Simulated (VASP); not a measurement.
# KF (I4/mmm) in VASP: further runs

KF is run at these levels: PBE; tasks: single point.

Program: VASP 6.6.1. These are calculated values, not measurements. Logs are shortened: lines on timing, memory, paths and dates and some standing lists are left out, and cuts for length are marked.

## Step 1: The cell of the first run

It takes space group I4/mmm (No. 139, tetragonal). Conventional cell: a = 3.661 Å, b = 3.661 Å, c = 5.553 Å, α = 90.00°, β = 90.00°, γ = 90.00°. Within 3.4 Å of K (site symmetry 4/mmm) lie 6 F at 2.59 to 2.78 Å. F (site symmetry 4/mmm) has 6 K at 2.59 to 2.78 Å within 3.4 Å.

## Step 2: Single point, PBE (biaxial strain in the a-b plane: -4.5 %, then relaxed in part)

INCAR reads:

```
SYSTEM = KF
PREC = Accurate ; ENCUT = 520
EDIFF = 1E-6 ; ISMEAR = 0
SIGMA = 0.02 ; LREAL = .False.
LASPH = .True. ; NELM = 100
ALGO = Normal ; ISIF = 2
LWAVE = .False. ; LCHARG = .False.
GGA = PE ; NBANDS = 24
```

KPOINTS reads:

```
regular mesh
0
Gamma
  6 6 4
  0 0 0
```

POSCAR reads:

```
KF
1.0
    2.5883672986      2.5883672986      0.0000000000
   -2.5883672986      2.5883672986      0.0000000000
    0.0000000000      0.0000000000      5.5525313415
K F
2 2
Direct
    0.0000000000      0.0000000000      0.0000000000
    0.5000000000      0.5000000000      0.5000000000
    0.5000000000      0.5000000000      0.0000000000
    0.0000000000      0.0000000000      0.5000000000
```

Potentials or basis: VASP PAW PBE potentials, release 64 (K_sv, F).

Command:

```sh
$ cat potpaw_PBE.64/K_sv/POTCAR potpaw_PBE.64/F/POTCAR > POTCAR
$ mpirun -np 1 vasp_std > vasp.out
```

OUTCAR:

```text
SYSTEM = KF
   PREC = Accurate
   ENCUT = 520
   EDIFF = 1E-6
   ISMEAR = 0
   LREAL = .False.
   LASPH = .True.
   NELM = 100
   ISIF = 2
   GGA = PE

 ion  position               nearest neighbor table
   1  0.000  0.000  0.000-   3 2.59   3 2.59   3 2.59   3 2.59   4 2.78   4 2.78   2 3.80   2 3.80
                             2 3.80   2 3.80   2 3.80   2 3.80   2 3.80   2 3.80
   2  0.500  0.500  0.500-   4 2.59   4 2.59   4 2.59   4 2.59   3 2.78   3 2.78   1 3.80   1 3.80
                             1 3.80   1 3.80   1 3.80   1 3.80   1 3.80   1 3.80
   3  0.500  0.500  0.000-   1 2.59   1 2.59   1 2.59   1 2.59   2 2.78   2 2.78
   4  0.000  0.000  0.500-   2 2.59   2 2.59   2 2.59   2 2.59   1 2.78   1 2.78

  LATTYP: Found a simple tetragonal cell.
 ALAT       =     3.6605041381
 C/A-ratio  =     1.5168761275

  Lattice vectors:

 A1 = (   2.5883672986,   2.5883672986,   0.0000000000)
 A2 = (  -2.5883672986,   2.5883672986,   0.0000000000)
 A3 = (   0.0000000000,   0.0000000000,   5.5525313415)

Analysis of symmetry for initial positions (statically):
=====================================================================
 Subroutine PRICEL returns following result:

  LATTYP: Found a body centered tetragonal cell.
 ALAT       =     3.6605041381
 C/A-ratio  =     1.5168761275

  Lattice vectors:

 A1 = (   2.5883672986,   0.0000000000,  -2.7762656707)
 A2 = (  -2.5883672986,   0.0000000000,  -2.7762656708)
 A3 = (   0.0000000000,   2.5883672986,   2.7762656708)

   2 primitive cells build up your supercell.

 Routine SETGRP: Setting up the symmetry group for a
 simple tetragonal supercell.

 Subroutine GETGRP returns: Found 16 space group operations
 (whereof 16 operations were pure point group operations)
 out of a pool of 16 trial point group operations.

The static configuration has the point symmetry D_4h.

Analysis of symmetry for dynamics (positions and initial velocities):
=====================================================================
 Subroutine PRICEL returns following result:

  LATTYP: Found a body centered tetragonal cell.
 ALAT       =     3.6605041381
 C/A-ratio  =     1.5168761275

  Lattice vectors:

 A1 = (   2.5883672986,   0.0000000000,  -2.7762656707)
 A2 = (  -2.5883672986,   0.0000000000,  -2.7762656708)
 A3 = (   0.0000000000,   2.5883672986,   2.7762656708)

   2 primitive cells build up your supercell.

 Routine SETGRP: Setting up the symmetry group for a
 simple tetragonal supercell.

 Subroutine GETGRP returns: Found 16 space group operations
 (whereof 16 operations were pure point group operations)
 out of a pool of 16 trial point group operations.

The dynamic configuration has the point symmetry D_4h.

 Subroutine INISYM returns: Found 16 space group operations
 (whereof 16 operations are pure point group operations),
 and found     2 'primitive' translations

----------------------------------------------------------------------------------------

                                     Primitive cell

  volume of cell :      37.2000

  direct lattice vectors                    reciprocal lattice vectors
     2.588367299  0.000000000 -2.776265671     0.193171966  0.193171966 -0.180098038
    -2.588367299  0.000000000 -2.776265671    -0.193171966  0.193171966 -0.180098038
     0.000000000  2.588367299  2.776265671     0.000000000  0.386343932  0.000000000

  length of vectors
     3.795694449  3.795694449  3.795694449     0.327209597  0.327209597  0.386343932

  position of ions in fractional coordinates (direct lattice)
     0.000000000  0.000000000  0.000000000
     0.500000000  0.500000000  0.000000000

  ion indices of the primitive-cell ions
   primitive index   ion index
                 1           1
                 2           4

----------------------------------------------------------------------------------------

 KPOINTS: regular mesh

Automatic generation of k-mesh.
 Grid dimensions read from file:
 generate k-points for:    6    6    4

 Generating k-lattice:

  Cartesian coordinates                     Fractional coordinates (reciprocal lattice)
     0.032195328  0.032195328  0.000000000     0.166666667  0.000000000  0.000000000
    -0.032195328  0.032195328  0.000000000     0.000000000  0.166666667  0.000000000
     0.000000000  0.000000000  0.045024509     0.000000000  0.000000000  0.250000000

  Length of vectors
     0.045531069  0.045531069  0.045024509

  Shift w.r.t. Gamma in fractional coordinates (k-lattice)
     0.000000000  0.000000000  0.000000000

 Subroutine IBZKPT returns following result:
 ===========================================

 Found     30 irreducible k-points:

 Following reciprocal coordinates:
            Coordinates               Weight
  0.000000  0.000000  0.000000      1.000000
  0.166667  0.000000  0.000000      4.000000
  0.333333  0.000000  0.000000      4.000000
  0.500000  0.000000  0.000000      2.000000
  0.166667  0.166667  0.000000      4.000000
[... 31 lines left out ...]
   POTIM  = 0.5000    time-step for ionic-motion
   TEBEG  =    0.0;   TEEND  =   0.0 temperature during run
   PSTRESS=    0.0 pullay stress
   NELECT =      32.0000    total number of electrons
   NUPDOWN=      -1.0000    fix difference up-down
   EMIN   =  10.00;   EMAX   =-10.00  energy-range for DOS
   EFERMI =   0.00;   METHOD = LEGACY
   ISMEAR =     0;   SIGMA  =   0.02  broadening in eV -4-tet -1-fermi 0-gaus
   EFERMI_NEDOS =   21; number of points for ismear=-14 and -15
   IALGO  =     38    algorithm
   IMIX   =      4    mixing-type and parameters
     AMIX     =   0.40;   BMIX     =  1.00
     AMIX_MAG =   1.60;   BMIX_MAG =  1.00
  volume/ion in A,a.u.               =      18.60       125.52
  Fermi-wavevector in a.u.,A,eV,Ry     =   1.235759  2.335246 20.777471  1.527101
  Thomas-Fermi vector in A             =   2.370396
   LORBIT       =      0    0 simple, 1 ext, 2 COOP (PROOUT), +10 PAW based schemes
   GGA     = PE    functional components
   LHFCALC =     F    Hartree Fock is set to
   AEXX    =    0.0000 exact exchange contribution
   IVDW    =     0    specifies the selected vdW correction
   LEPSILON=     F    determine dielectric tensor
   LRPA    =     F    only Hartree local field effects (RPA)
 non-spin polarized calculation
 Gauss-broadening in eV      SIGMA  =   0.02
  energy-cutoff  :      520.00
  volume of cell :       74.40
 maximum number of plane-waves:      2048
 NGX is ok and might be reduce to    28
   NGX = 13   NGY = 13   NGZ = 21

 number of electron      31.9999978 magnetization

 Free energy of the ion-electron system (eV)
  ---------------------------------------------------
  ext. energy  EPLUGINS =         0.00000000
  ---------------------------------------------------
  free energy    TOTEN  =       -16.50716482 eV

  energy without entropy =      -16.50716482  energy(sigma->0) =      -16.50716482

 E-fermi :  -2.5838     XC(G=0):  -8.5116

 val. band max:       -2.6992693348   @ k =   0.0000   0.0000   0.0000
 cond. band min:       3.5340656887   @ k =   0.0000   0.0000   0.0000
 fundamental gap:      6.2333350234
 Fermi energy:        -2.5838253022

 k-point     1 :       0.0000    0.0000    0.0000
  band No.  band energies     occupation
      1     -28.7891      2.00000
      2     -28.6784      2.00000
      3     -21.4280      2.00000
      4     -21.4119      2.00000
      5     -12.6297      2.00000
      6     -12.1967      2.00000
[... 16 lines left out ...]
     23       8.8307      0.00000
     24       9.4368      0.00000

 k-point     2 :       0.1667    0.0000    0.0000
  band No.  band energies     occupation
      1     -28.7689      2.00000
      2     -28.6726      2.00000
      3     -21.4489      2.00000
      4     -21.4343      2.00000
      5     -12.5792      2.00000
      6     -12.2109      2.00000
[... 16 lines left out ...]
     23       8.3894      0.00000
     24       9.6733      0.00000

 k-point     3 :       0.3333    0.0000    0.0000
  band No.  band energies     occupation
      1     -28.7224      2.00000
      2     -28.6664      2.00000
      3     -21.4900      2.00000
      4     -21.4815      2.00000
      5     -12.4483      2.00000
      6     -12.2257      2.00000
[... 16 lines left out ...]
     23       8.9823      0.00000
     24      10.5284      0.00000
[... 514 lines left out ...]
 k-point    23 :       0.3333    0.0000    0.5000
  band No.  band energies     occupation
      1     -28.6929      2.00000
      2     -28.6929      2.00000
      3     -21.5002      2.00000
      4     -21.5002      2.00000
      5     -12.2933      2.00000
      6     -12.2933      2.00000
[... 16 lines left out ...]
     23       9.6459      0.00000
     24       9.6459      0.00000

 k-point    24 :       0.5000    0.0000    0.5000
  band No.  band energies     occupation
      1     -28.6794      2.00000
      2     -28.6794      2.00000
      3     -21.5225      2.00000
      4     -21.5225      2.00000
      5     -12.3095      2.00000
      6     -12.3095      2.00000
[... 16 lines left out ...]
     23       9.6958      0.00000
     24       9.6958      0.00000

 [... further k-points ...]
[... 5 lines left out ...]
  --------------------------------------------------------------------------------------
  -------------------------------------------------------------------------------------
  Total        1.9920363      1.9920363     -0.0133530      0.0000000     -0.0000000     -0.0000000
  in kB       42.8977977     42.8977977     -0.2875519      0.0000000     -0.0000000     -0.0000000
  external PRESSURE =      28.5026812 kB  Pullay stress =       0.0000000 kB

 VOLUME and BASIS-vectors are now :
 -----------------------------------------------------------------------------
  energy-cutoff  :      520.00
  volume of cell :       74.40
      direct lattice vectors                 reciprocal lattice vectors
     2.588367299  2.588367299  0.000000000     0.193171966  0.193171966  0.000000000
    -2.588367299  2.588367299  0.000000000    -0.193171966  0.193171966  0.000000000
     0.000000000  0.000000000  5.552531341     0.000000000  0.000000000  0.180098038

 POSITION                                       TOTAL-FORCE (eV/Angst)
 -----------------------------------------------------------------------------------
      0.00000      0.00000      0.00000        -0.000000     -0.000000      0.000000
      0.00000      2.58837      2.77627        -0.000000     -0.000000      0.000000
      0.00000      2.58837      0.00000        -0.000000     -0.000000     -0.000000
      0.00000      0.00000      2.77627         0.000000      0.000000     -0.000000
 -----------------------------------------------------------------------------------
    total drift:                               -0.000000      0.000000      0.000000

  FREE ENERGIE OF THE ION-ELECTRON SYSTEM (eV)
  ---------------------------------------------------
  free  energy   TOTEN  =       -16.5071648176 eV

  energy  without entropy=      -16.5071648176  energy(sigma->0) =      -16.50716482
```

Wall time 33 s (1 thread of Intel Xeon 6975P-C (Granite Rapids), shared host); peak memory 0.19 GiB.

Results:

```
Free energy            : -16.5072 eV
Pressure               : 2.9 GPa
Band gap on the k mesh : 6.23 eV
```

Stress tensor (GPa, compression positive):
```
 4.29  0.00  0.00
 0.00  4.29  0.00
 0.00  0.00 -0.03
```

Levels at points of the mesh, in eV from the valence-band top:
```csv
k point,band 14,band 15,band 16,band 17,band 18,band 19
"(0.00, 0.00, 0.00)",-0.04,0.00,0.00,6.23,8.36,10.43
"(0.50, 0.00, 0.00)",-0.41,-0.27,-0.27,9.25,9.25,9.80
"(0.50, 0.50, 0.00)",-0.16,-0.04,-0.04,8.13,8.13,10.42
"(0.00, 0.00, 0.50)",-0.03,-0.03,-0.03,8.10,8.10,9.20
"(0.50, 0.00, 0.50)",-0.42,-0.41,-0.41,9.12,9.12,10.74
"(0.50, 0.50, 0.50)",-0.12,-0.12,-0.12,9.67,9.67,9.67
```

Caveat: the cell differs from its parent crystal (biaxial strain in the a-b plane: -4.5 %, then relaxed in part).

## Step 3: Single point, PBE (biaxial strain in the a-b plane: -4.5 %)

INCAR reads:

```
PREC = Accurate
ENCUT = 520
EDIFF = 1E-6
ISMEAR = 0
SIGMA = 0.02
LREAL = False
LASPH = True
NELM = 60
ALGO = Normal
ISIF = 2
LWAVE = False
LCHARG = False
GGA = PE
NBANDS = 24
```

KPOINTS reads:

```
regular mesh
0
Gamma
  6 6 4
```

Changes to POSCAR since step 2:

```diff
@@ -4,3 +4,3 @@
    -2.5883672986      2.5883672986      0.0000000000
-    0.0000000000      0.0000000000      5.5525313415
+    0.0000000000      0.0000000000      5.5670224412
 K F
```

Potentials or basis: VASP PAW PBE potentials, release 64 (K_sv, F).

Command:

```sh
$ cat potpaw_PBE.64/K_sv/POTCAR potpaw_PBE.64/F/POTCAR > POTCAR
$ mpirun -np 1 vasp_std > vasp.out
```

It took 32 s on 1 thread of Intel Xeon 6975P-C (Granite Rapids), shared host; peak memory 0.19 GiB.

Results (log left out):

* Free energy: -16.5073 eV
* Pressure: 2.8 GPa
* Band gap on the k mesh: 6.22 eV

Stress tensor (GPa, compression positive):
```
 4.23  0.00  0.00
 0.00  4.23  0.00
 0.00  0.00 -0.17
```

Levels at points of the mesh, in eV from the valence-band top:
| k point | band 13 | band 14 | band 15 | band 16 | band 17 | band 18 | band 19 | band 20 |
| --- | --- | --- | --- | --- | --- | --- | --- | --- |
| (0.00, 0.00, 0.00) | -0.04 | -0.04 | 0.00 | 0.00 | 6.22 | 8.36 | 10.41 | 10.44 |
| (0.50, 0.00, 0.00) | -0.41 | -0.41 | -0.27 | -0.27 | 9.23 | 9.23 | 9.79 | 9.79 |
| (0.50, 0.50, 0.00) | -0.17 | -0.17 | -0.04 | -0.04 | 8.12 | 8.12 | 10.41 | 10.41 |
| (0.00, 0.00, 0.50) | -0.03 | -0.03 | -0.03 | -0.03 | 8.08 | 8.08 | 9.20 | 9.20 |
| (0.50, 0.00, 0.50) | -0.42 | -0.42 | -0.41 | -0.41 | 9.10 | 9.10 | 10.72 | 10.72 |
| (0.50, 0.50, 0.50) | -0.12 | -0.12 | -0.12 | -0.12 | 9.66 | 9.66 | 9.66 | 9.66 |

Caveat: the cell differs from its parent crystal (biaxial strain in the a-b plane: -4.5 %).

## Step 4: Single point, PBE

INCAR reads:

```
ALGO = Normal
EDIFF = 1E-6
ENCUT = 520
GGA = PE
ISIF = 2
ISMEAR = 0
LASPH = T
LCHARG = F
LREAL = F
LWAVE = F
NBANDS = 24
NELM = 60
PREC = Accurate
SIGMA = 0.02
```

KPOINTS reads:

```
k-points
0
Gamma
  6 6 4
```

Changes to POSCAR since step 3:

```diff
@@ -4,3 +4,3 @@
    -2.5883672986      2.5883672986      0.0000000000
-    0.0000000000      0.0000000000      5.5670224412
+    0.0000000000      0.0000000000      5.5525313415
 K F
```

Command:

```sh
$ cat potpaw_PBE.64/K_sv/POTCAR potpaw_PBE.64/F/POTCAR > POTCAR
$ mpirun -np 1 vasp_std > vasp.out
```

Wall time 32 s (1 thread of Intel Xeon 6975P-C (Granite Rapids), shared host); peak memory 0.19 GiB.

Results (log left out):

| Quantity | Value |
| --- | --- |
| Free energy | -16.5072 eV |
| Pressure | 2.9 GPa |
| Band gap on the k mesh | 6.23 eV |

Stress tensor (GPa, compression positive):
```
 4.29  0.00  0.00
 0.00  4.29  0.00
 0.00  0.00 -0.03
```

Levels at points of the mesh, in eV from the valence-band top:
```
           k point  band 12  band 13  band 14  band 15  band 16  band 17  band 18  band 19  band 20  band 21
(0.00, 0.00, 0.00)    -0.10    -0.04    -0.04     0.00     0.00     6.23     8.36    10.43    10.46    10.88
(0.50, 0.00, 0.00)    -0.72    -0.41    -0.41    -0.27    -0.27     9.25     9.25     9.80     9.80    11.71
(0.50, 0.50, 0.00)    -0.17    -0.16    -0.16    -0.04    -0.04     8.13     8.13    10.42    10.42    12.19
(0.00, 0.00, 0.50)    -0.51    -0.03    -0.03    -0.03    -0.03     8.10     8.10     9.20     9.20    12.20
(0.50, 0.00, 0.50)    -0.86    -0.42    -0.42    -0.41    -0.41     9.12     9.12    10.74    10.74    11.99
(0.50, 0.50, 0.50)    -0.41    -0.12    -0.12    -0.12    -0.12     9.67     9.67     9.67     9.67    11.46
```

## Step 5: Single point, PBE (biaxial strain in the a-b plane: +3.0 %, then relaxed in part)

INCAR reads:

```
SYSTEM = KF
PREC     = Accurate       ! precision mode
ENCUT    = 520            ! plane-wave cutoff, eV
EDIFF    = 1E-7           ! SCF threshold, eV
ISMEAR   = 0              ! smearing method
SIGMA    = 0.02           ! smearing width, eV
LREAL    = .FALSE.        ! projectors in reciprocal space
LASPH    = .TRUE.         ! aspherical terms in the spheres
NELM     = 60             ! most SCF steps
ALGO     = Normal         ! electronic algorithm
ISIF     = 2              ! what is computed and relaxed
LWAVE    = .FALSE.        ! write WAVECAR
LCHARG   = .TRUE.         ! write CHGCAR
GGA      = PE             ! functional
LELF     = .TRUE.         ! ELF
LVHAR    = .TRUE.       
NBANDS   = 24             ! bands
```

KPOINTS reads:

```
regular mesh
0
G
  6 6 4
  0 0 0
```

POSCAR reads:

```
KF
1.0
    2.7916422173      2.7916422173      0.0000000000
   -2.7916422173      2.7916422173      0.0000000000
    0.0000000000      0.0000000000      5.3479904682
K F
2 2
Direct
    0.0000000000      0.0000000000      0.0000000000
    0.5000000000      0.5000000000      0.5000000000
    0.5000000000      0.5000000000      0.0000000000
    0.0000000000      0.0000000000      0.5000000000
```

Command:

```sh
$ cat potpaw_PBE.64/K_sv/POTCAR potpaw_PBE.64/F/POTCAR > POTCAR
$ mpirun -np 1 vasp_std > vasp.out
```

Run time: 29 s. Hardware: 1 thread of Intel Xeon 6975P-C (Granite Rapids), shared host; peak memory 0.2 GiB.

The run converged. Its results:

```yaml
Free_energy: -16.5765 eV
Pressure: -1.1 GPa
Band_gap_on_the_k_mesh: 5.69 eV
```

Stress tensor (GPa, compression positive):
```
-1.63  0.00  0.00
 0.00 -1.63  0.00
 0.00  0.00  0.04
```

Levels at points of the mesh, in eV from the valence-band top:
| k point | band 12 | band 13 | band 14 | band 15 | band 16 | band 17 | band 18 | band 19 | band 20 | band 21 |
| --- | --- | --- | --- | --- | --- | --- | --- | --- | --- | --- |
| (0.00, 0.00, 0.00) | -0.13 | -0.13 | -0.05 | -0.05 | 0.00 | 5.69 | 7.98 | 9.83 | 10.33 | 10.33 |
| (0.50, 0.00, 0.00) | -0.55 | -0.29 | -0.29 | -0.12 | -0.12 | 8.51 | 8.51 | 9.60 | 9.60 | 11.28 |
| (0.50, 0.50, 0.00) | -0.30 | -0.11 | -0.11 | -0.07 | -0.07 | 8.14 | 8.14 | 9.77 | 9.77 | 10.95 |
| (0.00, 0.00, 0.50) | -0.48 | -0.11 | -0.11 | -0.11 | -0.11 | 7.40 | 7.40 | 8.97 | 8.97 | 11.70 |
| (0.50, 0.00, 0.50) | -0.73 | -0.32 | -0.32 | -0.31 | -0.31 | 8.66 | 8.66 | 9.93 | 9.93 | 11.50 |
| (0.50, 0.50, 0.50) | -0.41 | -0.24 | -0.24 | -0.24 | -0.24 | 9.45 | 9.45 | 9.45 | 9.45 | 10.61 |

Caveat: the cell differs from its parent crystal (biaxial strain in the a-b plane: +3.0 %, then relaxed in part). A k mesh can miss the band edges.

## Step 6: Overview

```csv
cell,gap on the mesh (eV),pressure (GPa)
"a = 3.661, b = 3.661, c = 5.553 Å, 4 atoms",6.23,2.9
"a = 3.661, b = 3.661, c = 5.567 Å, 4 atoms",6.22,2.8
"a = 3.948, b = 3.948, c = 5.348 Å, 4 atoms",5.69,-1.1
```

Alike in all rows: task single point; level PBE; potentials or basis VASP PAW PBE potentials, release 64 (K_sv, F); no spin polarisation; k mesh 6 × 6 × 4; cutoff (eV) 520; smearing gaussian 0.02 eV.

Total energies depend on the potentials used, so only differences within one code and one set of settings carry meaning.
